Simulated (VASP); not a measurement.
ZnO (zincite), 4 atoms in the cell. The structure is hexagonal, space group P6_3mc (No. 186). The conventional cell has a = 3.249 Å, b = 3.249 Å, c = 5.206 Å, α = 90.00°, β = 90.00°, γ = 120.00°. Zn (site symmetry 3m) has 4 O at 1.97 to 1.98 Å within 2.6 Å. O (site symmetry 3m) has 4 Zn at 1.97 to 1.98 Å within 2.6 Å. 

| Item | Value |
| --- | --- |
| Program | VASP 6.6.1 |
| Task | single point |
| Functional | PBE exchange alone |
| Potentials or basis | VASP PAW PBE potentials, release 64 (Zn, O) |
| Cutoff | 520 eV |
| k mesh | 9 × 9 × 5 |
| Occupations | fermi-dirac, width 0.05 eV |
| Spin | no spin polarisation |
| Dipole correction | no |
| Further INCAR settings | ALGO = Normal; EDIFF = 1e-07; NBANDS = 26 |

Potentials or basis: VASP PAW PBE potentials, release 64 (Zn, O).

Launch:

```bash
$ cat potpaw_PBE.64/Zn/POTCAR potpaw_PBE.64/O/POTCAR > POTCAR
$ mpirun -np 1 vasp_std > vasp.out
```

Hardware: 1 thread of Intel(R) Xeon(R) 6975P-C (Granite Rapids) (shared host).

Task: How long does it take, and how much memory?

Result: Run time: 15 s on 1 thread of Intel(R) Xeon(R) 6975P-C (Granite Rapids) (shared host), peak memory 0.17 GiB. Counts: scf iterations 16, k points 36.
